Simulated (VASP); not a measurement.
Input of a VASP 6.6.1 run:

Contents of INCAR:

```
SYSTEM = BN
PREC = Accurate ; ENCUT = 520
EDIFF = 1E-6 ; ISMEAR = 0
SIGMA = 0.01 ; LREAL = .FALSE.
LASPH = .TRUE. ; NELM = 80
ALGO = Normal ; ISIF = 2
LWAVE = .FALSE. ; LCHARG = .FALSE.
GGA = PS ; NBANDS = 16
```

KPOINTS

```
regular mesh
0
G
  10 10 4
  0 0 0
```

File POSCAR:

```
BN
1.0
    2.4916715036      0.0000000000      0.0000000000
   -1.2458357518      2.1578508200      0.0000000000
    0.0000000000      0.0000000000      5.8734514963
B N
2 2
Direct
    0.3333333333      0.6666666667      0.2500000000
    0.6666666667      0.3333333333      0.7500000000
    0.3333333333      0.6666666667      0.7500000000
    0.6666666667      0.3333333333      0.2500000000
```

Potentials or basis: VASP PAW PBE potentials, release 64 (B, N).

Run with:

```console
$ cat potpaw_PBE.64/B/POTCAR potpaw_PBE.64/N/POTCAR > POTCAR
$ mpirun -np 1 vasp_std > vasp.out
```

(1) What does it give for the band gap on the k mesh?

(2) Estimate the pressure.

Results:

(1) 4.02 eV, indirect (least direct gap 4.25 eV).

(2) 7.3 GPa.

Caveat: the PAW data sets were made with another functional, which shifts forces and pressure a little.
